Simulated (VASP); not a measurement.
# NaH (R3m) in VASP: G0W0 quasiparticle levels with PBE

Aim: the G0W0 quasiparticle levels of NaH with PBE.

All numbers are computed with VASP 6.6.1; they aren't measurements. Logs are shortened: lines on timing, memory, paths and dates and some standing lists are left out, and cuts for length are marked.

## (1) The cell of the first run

The structure is trigonal, space group R3m (No. 160). Conventional cell: a = 3.489 Å, b = 3.489 Å, c = 9.201 Å, α = 90.00°, β = 90.00°, γ = 120.00°. Na (site symmetry 3m) has 4 H at 2.19 to 2.20 Å within 2.9 Å. H (site symmetry 3m) has 4 Na at 2.19 to 2.20 Å within 2.9 Å.

## (2) G0W0 quasiparticle levels, PBE

Contents of POSCAR:

```
NaH
1.0
    0.1259739065      2.5930489098      2.5930489098
    2.5930489098      0.1259739065      2.5930489098
    2.5930489098      2.5930489098      0.1259739065
Na H
1 1
Direct
    0.0051743684      0.0051743684      0.0051743684
    0.2448256316      0.2448256316      0.2448256316
```

Contents of INCAR.step1:

```
SYSTEM = NaH
ALGO = Normal
EDIFF = 1E-8
ENCUT = 500
GGA = PE
ISMEAR = 0
LASPH = .True.
LCHARG = .False.
LREAL = .False.
LWAVE = .True.
NELM = 80
PREC = Accurate
SIGMA = 0.01
```

Contents of INCAR.step2:

```
SYSTEM = NaH
ALGO = Exact
EDIFF = 1E-8
ENCUT = 500
GGA = PE
ISMEAR = 0
ISTART = 1
LASPH = .True.
LCHARG = .False.
LOPTICS = .True.
LREAL = .False.
LWAVE = .True.
NBANDS = 139
NELM = 1
PREC = Accurate
SIGMA = 0.01
```

Contents of INCAR.step3:

```
SYSTEM = NaH
ALGO = EVGW0
EDIFF = 1E-8
ENCUT = 500
ENCUTGW = 150.0
GGA = PE
ISMEAR = 0
ISTART = 1
LASPH = .True.
LCHARG = .False.
LREAL = .False.
LWAVE = .False.
NBANDS = 139
NBANDSGW = 13
NELMGW = 1
NOMEGA = 48
PREC = Accurate
PRECFOCK = Fast
SIGMA = 0.01
```

Contents of KPOINTS:

```
k-points
0
Gamma
  6 6 6
  0 0 0
```

Potentials or basis: VASP PAW PBE potentials, release 64 (Na_sv_GW, H_GW).

The run is started by

```
$ cat potpaw_PBE.64/Na_sv_GW/POTCAR potpaw_PBE.64/H_GW/POTCAR > POTCAR
$ cp INCAR.step1 INCAR
$ mpirun -np 1 vasp_std > vasp.out
$ cp INCAR.step2 INCAR
$ mpirun -np 1 vasp_std > vasp.out
$ cp INCAR.step3 INCAR
$ mpirun -np 1 vasp_std > vasp.out
```

OUTCAR:

```text
SYSTEM = NaH
   EDIFF = 1E-8
   ENCUT = 500
   ENCUTGW = 150.0
   GGA = PE
   ISMEAR = 0
   ISTART = 1
   LASPH = .True.
   LREAL = .False.
   NELMGW = 1
   PREC = Accurate
   PRECFOCK = Fast

 ion  position               nearest neighbor table
   1  0.005  0.005  0.005-
   2  0.245  0.245  0.245-

  LATTYP: Found a trigonal (rhomboedric) cell.
 ALAT       =     3.6692880403
 COS(alpha) =     0.5479347803

  Lattice vectors:

 A1 = (   0.1259739065,   2.5930489098,   2.5930489098)
 A2 = (   2.5930489098,   0.1259739065,   2.5930489098)
 A3 = (   2.5930489098,   2.5930489098,   0.1259739065)

Analysis of symmetry for initial positions (statically):
=====================================================================
 Subroutine PRICEL returns:
 Original cell was already a primitive cell.

 Routine SETGRP: Setting up the symmetry group for a
 trigonal (rhombohedral) supercell.

 Subroutine GETGRP returns: Found  6 space group operations
 (whereof  6 operations were pure point group operations)
 out of a pool of 12 trial point group operations.

The static configuration has the point symmetry C_3v.

Analysis of symmetry for dynamics (positions and initial velocities):
=====================================================================
 Subroutine PRICEL returns:
 Original cell was already a primitive cell.

 Routine SETGRP: Setting up the symmetry group for a
 trigonal (rhombohedral) supercell.

 Subroutine GETGRP returns: Found  6 space group operations
 (whereof  6 operations were pure point group operations)
 out of a pool of 12 trial point group operations.

The dynamic configuration has the point symmetry C_3v.

 Subroutine INISYM returns: Found  6 space group operations
 (whereof  6 operations are pure point group operations),
 and found     1 'primitive' translations

----------------------------------------------------------------------------------------

                                     Primitive cell

  volume of cell :      32.3317

  direct lattice vectors                    reciprocal lattice vectors
     0.125973907  2.593048910  2.593048910    -0.207475380  0.197862925  0.197862925
     2.593048910  0.125973907  2.593048910     0.197862925 -0.207475380  0.197862925
     2.593048910  2.593048910  0.125973907     0.197862925  0.197862925 -0.207475380

  length of vectors
     3.669288040  3.669288040  3.669288040     0.348346821  0.348346821  0.348346821

  position of ions in fractional coordinates (direct lattice)
     0.005174368  0.005174368  0.005174368
     0.244825632  0.244825632  0.244825632

  ion indices of the primitive-cell ions
   primitive index   ion index
                 1           1
                 2           2

----------------------------------------------------------------------------------------

 KPOINTS: k-points

Automatic generation of k-mesh.
 Grid dimensions read from file:
 generate k-points for:    6    6    6

 Generating k-lattice:

  Cartesian coordinates                     Fractional coordinates (reciprocal lattice)
    -0.034579230  0.032977154  0.032977154     0.166666667  0.000000000  0.000000000
     0.032977154 -0.034579230  0.032977154     0.000000000  0.166666667  0.000000000
     0.032977154  0.032977154 -0.034579230     0.000000000  0.000000000  0.166666667

  Length of vectors
     0.058057803  0.058057803  0.058057803

  Shift w.r.t. Gamma in fractional coordinates (k-lattice)
     0.000000000  0.000000000  0.000000000

 Subroutine IBZKPT returns following result:
 ===========================================

 Found     32 irreducible k-points:

 Following reciprocal coordinates:
            Coordinates               Weight
  0.000000  0.000000  0.000000      1.000000
  0.166667 -0.000000 -0.000000      6.000000
  0.333333  0.000000 -0.000000      6.000000
  0.500000  0.000000  0.000000      3.000000
  0.166667  0.166667 -0.000000      6.000000
  0.333333  0.166667 -0.000000     12.000000
[... 16 lines left out ...]
  0.500000  0.500000  0.166667      6.000000
 -0.333333  0.500000  0.166667     12.000000
 [... further k-points ...]
   k-points           NKPTS =     32   k-points in BZ     NKDIM =    216   number of bands    NBANDS=    139
   number of dos      NEDOS =    301   number of ions     NIONS =      2
   total plane-waves  NPLWV =  21952
   dimension x,y,z NGX =    28 NGY =   28 NGZ =   28
   dimension x,y,z NGXF=    56 NGYF=   56 NGZF=   56
   ions per type =               1   1
   NGX,Y,Z   is equivalent  to a cutoff of  12.69, 12.69, 12.69 a.u.
   NGXF,Y,Z  is equivalent  to a cutoff of  25.37, 25.37, 25.37 a.u.
 SYSTEM =  NaH
   PREC   = accura    normal or accurate (medium, high low for compatibility)
   ISTART =      1    job   : 0-new  1-cont  2-samecut
   ICHARG =      0    charge: 1-file 2-atom 10-const
   ISPIN  =      1    spin polarized calculation?
   LNONCOLLINEAR =      F non collinear calculations
   LSORBIT =      F    spin-orbit coupling
   LASPH  =      T    aspherical Exc in radial PAW
   ENCUT  =  500.0 eV  36.75 Ry    6.06 a.u.   6.69  6.69  6.69*2*pi/ulx,y,z
   NELM   =     60;   NELMIN=  2; NELMDL=  0     # of ELM steps
   EDIFF  = 0.1E-07   stopping-criterion for ELM
   LREAL  =      F    real-space projection
   EDIFFG = 0.1E-06   stopping-criterion for IOM
   NSW    =      0    number of steps for IOM
   IBRION =     -1    ionic relax: 0-MD 1-quasi-New 2-CG
   NFREE  =      0    steps in history (QN), initial steepest desc. (CG)
   ISIF   =      0    stress and relaxation
   ISYM   =      3    0-nonsym 1-usesym 2-fastsym
   POTIM  = 0.5000    time-step for ionic-motion
   TEBEG  =    0.0;   TEEND  =   0.0 temperature during run
   PSTRESS=    0.0 pullay stress
   NELECT =      10.0000    total number of electrons
   NUPDOWN=      -1.0000    fix difference up-down
   EMIN   =  10.00;   EMAX   =-10.00  energy-range for DOS
   EFERMI =   0.00;   METHOD = LEGACY
   ISMEAR =     0;   SIGMA  =   0.01  broadening in eV -4-tet -1-fermi 0-gaus
   EFERMI_NEDOS =   21; number of points for ismear=-14 and -15
   IALGO  =     38    algorithm
   IMIX   =      4    mixing-type and parameters
     AMIX     =   0.40;   BMIX     =  1.00
     AMIX_MAG =   1.60;   BMIX_MAG =  1.00
  volume/ion in A,a.u.               =      16.17       109.09
  Fermi-wavevector in a.u.,A,eV,Ry     =   1.107130  2.092172 16.677162  1.225737
  Thomas-Fermi vector in A             =   2.243640
   LORBIT       =      0    0 simple, 1 ext, 2 COOP (PROOUT), +10 PAW based schemes
   GGA     = PE    functional components
   LHFCALC =     T    Hartree Fock is set to
   PRECFOCK=fast      Normal, Fast or Accurate (Low or Medium for compatibility)
   ENCUT4O =  -1.0   cutoff for four orbital integrals eV
   NKREDX  =     1    reduce k-point grid by
   NKREDY  =     1    reduce k-point grid by
   NKREDZ  =     1    reduce k-point grid by
   AEXX    =    1.0000 exact exchange contribution
   HFSCREEN=    0.0000 screening length (either q_TF or 0.3 A-1)
   HFSCREENC=   0.0000 screening length for correlation (either q_TF or 0.3 A-1)
   ENCUTFOCK=  -1.0 apply spherical cutoff to Coloumb kernel
   IVDW    =     0    specifies the selected vdW correction
   LEPSILON=     F    determine dielectric tensor
   LRPA    =     F    only Hartree local field effects (RPA)
   LRPAFORCE           =     F    calculate RPA forces
   ENCUTGW             = 150.0    cutoff for response function in eV
   ENCUTGWSOFT         = 120.0    soft cutoff for Coulomb kernel in GW response function in eV
   ENCUTLF             =  -1.0    cutoff for local field effects
   NELMGW              =     1    number of iterations in solving QP/BSE equation
   NELMHF              =     1    number of iterations in the inner HF iteration
   NKREDLFX            =     1    NKREDLFY  =   1   NKREDLFZ  =   1
 non-spin polarized calculation
 Gauss-broadening in eV      SIGMA  =   0.01
  energy-cutoff  :      500.00
  volume of cell :       32.33
 maximum number of plane-waves:       834
  NGX = 16; NGY = 16; NGZ = 16
   NGX = 13   NGY = 13   NGZ = 13
 maximum number of plane-waves:       144

 QP shifts <psi_nk| G(iteration)W_0 |psi_nk>: iteration 1
 for sc-GW calculations column KS-energies equals QP-energies in previous step
 and V_xc(KS)=  KS-energies - (<T + V_ion + V_H > + <T+V_H+V_ion>^1  + <V_x>^1)

 k-point   1 :       0.0000    0.0000    0.0000
  band No.  KS-energies  QP-energies   sigma(KS)   V_xc(KS)     V^pw_x(r,r')   Z            occupation Imag(sigma)

      1     -51.6792     -60.0813     -40.9074     -29.2698     -49.1438       0.7220       2.0000       0.6500
      2     -23.6033     -28.9091     -35.3223     -28.3604     -41.3928       0.7621       2.0000       0.3896
      3     -23.6033     -28.9091     -35.3223     -28.3604     -41.3928       0.7621       2.0000       0.3896
      4     -23.5944     -28.9002     -35.3023     -28.3435     -41.3794       0.7625       2.0000       0.3904
      5      -4.7560      -6.6435     -11.2966      -8.6936     -13.5705       0.7251       2.0000       0.6389
      6       6.8907       7.7493      -7.9408      -9.0664      -4.2753       0.7628       0.0000      -0.5806
      7      11.1012      12.2376      -5.5935      -6.9623      -1.9505       0.8303       0.0000      -0.7346
      8      12.6353      13.8612      -5.6517      -7.1161      -1.9329       0.8371       0.0000      -0.8304
      9      12.6353      13.8612      -5.6517      -7.1161      -1.9329       0.8371       0.0000      -0.8304
     10      14.0419      15.1759      -6.0851      -7.4369      -2.2207       0.8388       0.0000      -1.0354
     11      15.6965      16.9288      -5.9259      -7.3661      -2.0738       0.8556       0.0000      -1.1292
     12      15.6965      16.9288      -5.9259      -7.3661      -2.0738       0.8556       0.0000      -1.1292
     13      17.9496      19.2155      -5.1514      -6.5923      -1.2673       0.8786       0.0000      -1.3259

 k-point   2 :       0.1667   -0.0000   -0.0000
  band No.  KS-energies  QP-energies   sigma(KS)   V_xc(KS)     V^pw_x(r,r')   Z            occupation Imag(sigma)
[... 375 lines left out ...]
      1     -51.6739     -60.3097     -40.9169     -29.2810     -49.1551       0.7422       2.0000       0.6491
      2     -23.6582     -28.8538     -35.1687     -28.2070     -41.2257       0.7463       2.0000       0.3971
      3     -23.6319     -28.8336     -35.2361     -28.2797     -41.3013       0.7478       2.0000       0.3925
      4     -23.6172     -28.8155     -35.2395     -28.2852     -41.3112       0.7475       2.0000       0.3928
      5      -1.7208      -3.4462     -13.1559     -10.8390     -14.6463       0.7447       2.0000       0.3027
      6       3.9777       4.7383      -5.4412      -6.3866      -2.5261       0.8046       0.0000      -0.2751
      7       4.7926       5.4638      -5.4829      -6.3295      -2.3350       0.7928       0.0000      -0.3561
      8       6.5912       7.6439      -6.2646      -7.5763      -2.9893       0.8025       0.0000      -0.3725
      9      11.1661      12.2128      -6.0780      -7.3516      -2.3700       0.8219       0.0000      -0.7920
     10      14.4701      15.7512      -6.1011      -7.6174      -2.2465       0.8449       0.0000      -1.0011
     11      16.1777      17.5216      -5.9597      -7.5263      -2.0474       0.8578       0.0000      -1.2029
     12      19.4613      20.9009      -5.6756      -7.3340      -1.7718       0.8680       0.0000      -1.2754
     13      21.8392      23.6002      -5.9699      -7.9161      -1.8726       0.9049       0.0000      -1.7778

 [... further k-points ...]
```

Wall time 10 min (1 thread of Intel Xeon 6975P-C (Granite Rapids), shared host); peak memory 0.8 GiB.

Results:

| Quantity | Value |
| --- | --- |
| Band gap on the k mesh, mean-field level | 3.33 eV, indirect (least direct gap 4.32 eV) |
| Quasiparticle gap | 5.74 eV |
| Least direct quasiparticle gap | 6.78 eV |

Levels at points of the mesh, in eV from the valence-band top:
```
           k point  band 2  band 3  band 4  band 5  band 6  band 7  band 8  band 9
(0.00, 0.00, 0.00)  -21.88  -21.88  -21.87   -3.04    8.61   12.82   14.36   14.36
(0.50, 0.00, 0.00)  -21.95  -21.89  -21.88   -0.65    3.80   11.09   12.54   13.25
(0.50, 0.50, 0.00)  -21.95  -21.90  -21.89   -0.06    5.18    7.67    9.65   10.74
(0.50, 0.50, 0.50)  -21.93  -21.89  -21.89   -0.99    3.33   11.54   13.72   13.72
```

Caveat: bands, screening cutoff and mesh are small and nothing is extrapolated, so the quasiparticle values aren't converged.
